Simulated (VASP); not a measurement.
Wanted: the native input for a VASP 6.6.1 run.

| Property | Result |
| --- | --- |
| Task | relaxation of cell and atoms |
| Functional | LDA |
| Potentials or basis | VASP PAW LDA potentials, release 64 (W_sv) |
| Cutoff | 600 eV |
| k mesh | 18 × 18 × 18 |
| Occupations | fermi-dirac, width 0.05 eV |
| Spin | no spin polarisation |
| Dipole correction | no |
| Further INCAR settings | ALGO = Normal; EDIFF = 1e-06; IBRION = 2; EDIFFG = -0.005; NSW = 45; ISIF = 3 |

The structure of W lies in POSCAR:

```
W
1.0
   -1.5679129444      1.5679129444      1.5679129444
    1.5679129444     -1.5679129444      1.5679129444
    1.5679129444      1.5679129444     -1.5679129444
W
1
Direct
    0.0000000000      0.0000000000      0.0000000000
```

These files were run (other wordings do the same):

INCAR

```
PREC = Accurate
ENCUT = 600
EDIFF = 1E-6
ISMEAR = -1
SIGMA = 0.05
LREAL = False
LASPH = True
NELM = 60
ALGO = Normal
ISIF = 3
LWAVE = False
LCHARG = False
GGA = CA
IBRION = 2
NSW = 45
EDIFFG = -0.005
```

KPOINTS

```
regular mesh
0
Gamma
  18 18 18
```

Potentials or basis: VASP PAW LDA potentials, release 64 (W_sv).

Launch:

```sh
$ cat potpaw_LDA.64/W_sv/POTCAR > POTCAR
$ mpirun -np 1 vasp_std > vasp.out
```

Results of the run:

The relaxed volume is 15.51 Å³/atom, the relaxed cell is a = 2.721 Å, b = 2.721 Å, c = 2.721 Å, α = 109.47°, β = 109.47°, γ = 109.47° and the space group after relaxing (to 0.1 Å) is Im-3m (No. 229). The energy gained by relaxing is 0.6 meV/atom and the ionic steps are 4. The pressure after relaxing is 0.0 GPa and the band gap on the k mesh is zero (bands 7 and 8 overlap by 6.60 eV).

Caveat: spin-orbit coupling is left out, which moves the levels of the heavy elements.

It took 22 s on 1 thread of Intel(R) Xeon(R) 6975P-C (Granite Rapids), on a shared host, peak memory 0.16 GiB.
